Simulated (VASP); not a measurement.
**KCl: single point with PBE**

Crystal: KCl.

```
K Cl
1.0
     3.83920    0.00000    0.00000
     0.00000    3.83920    0.00000
     0.00000    0.00000    3.83920
K Cl
1 1
Direct
  0.19400 0.04100 0.73500
  0.69400 0.54100 0.23500
```

```json
{
  "Program": "VASP 6.6.1",
  "Task": "single point",
  "Functional": "PBE",
  "Potentials or basis": "VASP PAW PBE potentials, release 64 (K_sv, Cl)",
  "Cutoff": "500 eV",
  "k mesh": "3 × 3 × 3",
  "Occupations": "gaussian, width 0.1 eV",
  "Spin": "no spin polarisation",
  "Dipole correction": "no",
  "Further INCAR settings": "ALGO = Normal; EDIFF = 1e-06; NBANDS = 15"
}
```

```
Pressure               : 0.1 GPa
Band gap on the k mesh : 4.88 eV, indirect (least direct gap 4.99 eV)
```

Levels at points of the mesh, in eV from the valence-band top:
| k point | band 4 | band 5 | band 6 | band 7 | band 8 | band 9 | band 10 | band 11 | band 12 | band 13 |
| --- | --- | --- | --- | --- | --- | --- | --- | --- | --- | --- |
| (0.00, 0.00, 0.00) | -11.38 | -11.38 | -0.11 | -0.11 | -0.11 | 4.88 | 6.65 | 6.65 | 10.71 | 10.71 |

Run time: 5.9 s on 1 thread of Intel(R) Xeon(R) Platinum 8259CL CPU @ 2.50GHz (Skylake/Cascade Lake), on a shared host, peak memory 0.15 GiB.

Caveat: the k points lie up to 0.55 Å⁻¹ apart. A k mesh can miss the band edges.
